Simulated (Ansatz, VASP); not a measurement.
## Mg2Si in VASP and in Ansatz

File INCAR:

```
SYSTEM = Mg2Si
  PREC = Accurate
  ENCUT = 600
  EDIFF = 1E-6
  ISMEAR = 0
  SIGMA = 0.01
  LREAL = .FALSE.
  LASPH = .TRUE.
  NELM = 120
  ALGO = Normal
  ISIF = 2
  LWAVE = .FALSE.
  LCHARG = .FALSE.
  GGA = PE
  NBANDS = 11
  GGA_COMPAT = .FALSE.
```

KPOINTS

```
regular mesh
0
G
  6 6 6
  0 0 0
```

POSCAR

```
Mg2Si
1.0
    0.0000000000      3.2437199735      3.2437199735
    3.2437199735      0.0000000000      3.2437199735
    3.2437199735      3.2437199735      0.0000000000
Si Mg
1 2
Direct
    0.0000000000      0.0000000000      0.0000000000
    0.2500000000      0.2500000000      0.2500000000
    0.7500000000      0.7500000000      0.7500000000
```

Input for Ansatz:

```yaml
crystal:
  lattice:
    - [0.0, 3.2437199735, 3.2437199735]
    - [3.2437199735, 0.0, 3.2437199735]
    - [3.2437199735, 3.2437199735, 0.0]
  atoms:
    - { symbol: Si, position: [0.0, 0.0, 0.0] }
    - { symbol: Mg, position: [0.25, 0.25, 0.25] }
    - { symbol: Mg, position: [0.75, 0.75, 0.75] }
kpoints:
  mp_grid: { grid: [6, 6, 6] }
hamiltonian:
  xc: pbe
scf:
  occupations: { method: fixed }
  n_extra_bands: 4
output:
  forces: true
  stress: true
  eigenvalues: true
```

Alike in both runs: task single point; functional PBE; k mesh 6 × 6 × 6; no spin polarisation.

|  | VASP | Ansatz |
| --- | --- | --- |
| version | VASP 6.6.1 | Ansatz 0.2.0 |
| potentials or method | VASP PAW PBE potentials, release 64 (Si, Mg) | plane waves, PAW |
| plane-wave cutoff (eV) | 600 | 420 |
| occupations | gaussian, width 0.01 eV | fixed |
| valence electrons in the cell | 8 | 24 |

```csv
,VASP,Ansatz,Ansatz less VASP
gap on the k mesh at the Fermi level (eV),0.27,0.27,+0.002
pressure (GPa),-2.9,-2.8,+0.13
```

VASP's potentials hold 8 valence electrons a cell and Ansatz's 24, so a difference there can come from the potentials and not from the codes.
